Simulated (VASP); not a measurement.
Set up this calculation in VASP 6.6.1, as the native input.

```yaml
Task: single point
Functional: PBE
Potentials_or_basis: VASP PAW PBE potentials, release 64 (Al, B, Sb)
Cutoff: 520 eV
k_mesh: 10 × 10 × 10
Occupations: gaussian, width 0.1 eV
Spin: no spin polarisation
Dipole_correction: no
Further_INCAR_settings: ALGO = Normal; EDIFF = 1e-06; NBANDS = 20
```

The structure of Al3BSb2 lies in POSCAR:

```
Al3BSb2
1.0
   -2.0738034551      2.0738034551      8.2210637504
    2.0738034551     -2.0738034551      8.2210637504
    2.0738034551      2.0738034551     -8.2210637504
Al B Sb
3 1 2
Direct
    0.9604634596      0.4604634596      0.5000000000
    0.5395365404      0.0395365404      0.5000000000
    0.2500000000      0.7500000000      0.5000000000
    0.0000000000      0.0000000000      0.0000000000
    0.6498052820      0.6498052820      0.0000000000
    0.3501947180      0.3501947180      0.0000000000
```

One way to write it, as run:

INCAR

```
PREC = Accurate ; ENCUT = 520
EDIFF = 1E-6 ; ISMEAR = 0
SIGMA = 0.1 ; LREAL = False
LASPH = True ; NELM = 60
ALGO = Normal ; ISIF = 2
LWAVE = False ; LCHARG = False
GGA = PE ; NBANDS = 20
```

KPOINTS

```
regular mesh
0
Gamma
  10 10 10
```

Potentials or basis: VASP PAW PBE potentials, release 64 (Al, B, Sb).

Command:

```console
$ cat potpaw_PBE.64/Al/POTCAR potpaw_PBE.64/B/POTCAR potpaw_PBE.64/Sb/POTCAR > POTCAR
$ mpirun -np 1 vasp_std > vasp.out
```

It gave:

```json
{
 "Pressure": "0.1 GPa",
 "Largest force": "0.018 eV/Å",
 "Band gap on the k mesh": "zero (bands 11 and 12 overlap by 1.48 eV)"
}
```

Caveat: spin-orbit coupling is left out, which moves the levels of the heavy elements.

Run time: 17 min on 1 thread of Intel(R) Xeon(R) Platinum 8488C (Sapphire Rapids) (shared host), peak memory 0.84 GiB.
